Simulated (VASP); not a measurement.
Write the native input for VASP 6.6.1 that does the following.

```yaml
Task: single point
Functional: RPBE
Dispersion: D3(BJ)
Potentials_or_basis: VASP PAW PBE potentials, release 64 (Zn, O_h)
Cutoff: 1340 eV
k_mesh: 9 × 9 × 5
Occupations: fermi-dirac, width 0.05 eV
Spin: no spin polarisation
Dipole_correction: no
Further_INCAR_settings: ALGO = Normal; EDIFF = 1e-06; NBANDS = 26
```

The structure of ZnO lies in POSCAR:

```
ZnO
1.0
    3.2053930491      0.0000000000      0.0000000000
   -1.6026965246      2.7759518096      0.0000000000
    0.0000000000      0.0000000000      5.1353529565
Zn O
2 2
Direct
    0.6666666667      0.3333333333      0.0000000000
    0.3333333333      0.6666666667      0.5000000000
    0.3333333333      0.6666666667      0.8790100000
    0.6666666667      0.3333333333      0.3790100000
```

The input as run:

INCAR

```
SYSTEM = ZnO
PREC = Accurate
ENCUT = 1340
EDIFF = 1E-6
ISMEAR = -1
SIGMA = 0.05
LREAL = .False.
LASPH = .True.
NELM = 120
ALGO = Normal
ISIF = 2
LWAVE = .False.
LCHARG = .True.
GGA = RP
IVDW = 12
LELF = .True.
LVHAR = .True.
NBANDS = 26
GGA_COMPAT = .False.
```

KPOINTS

```
regular mesh
0
Gamma
  9 9 5
  0 0 0
```

Potentials or basis: VASP PAW PBE potentials, release 64 (Zn, O_h).

Command:

```sh
$ cat potpaw_PBE.64/Zn/POTCAR potpaw_PBE.64/O_h/POTCAR > POTCAR
$ mpirun -np 1 vasp_std > vasp.out
```

Results of the run:

```
Pressure                   : 1.2 GPa
Largest force              : 0.108 eV/Å
Band gap on the k mesh     : 0.94 eV
Dispersion energy per atom : -0.884 eV
```

Caveat: the PAW data sets were made with another functional, which shifts forces and pressure a little.

It took 2.6 min on 1 thread of Intel(R) Xeon(R) Platinum 8259CL CPU @ 2.50GHz (Skylake/Cascade Lake), on a shared host, peak memory 0.4 GiB.
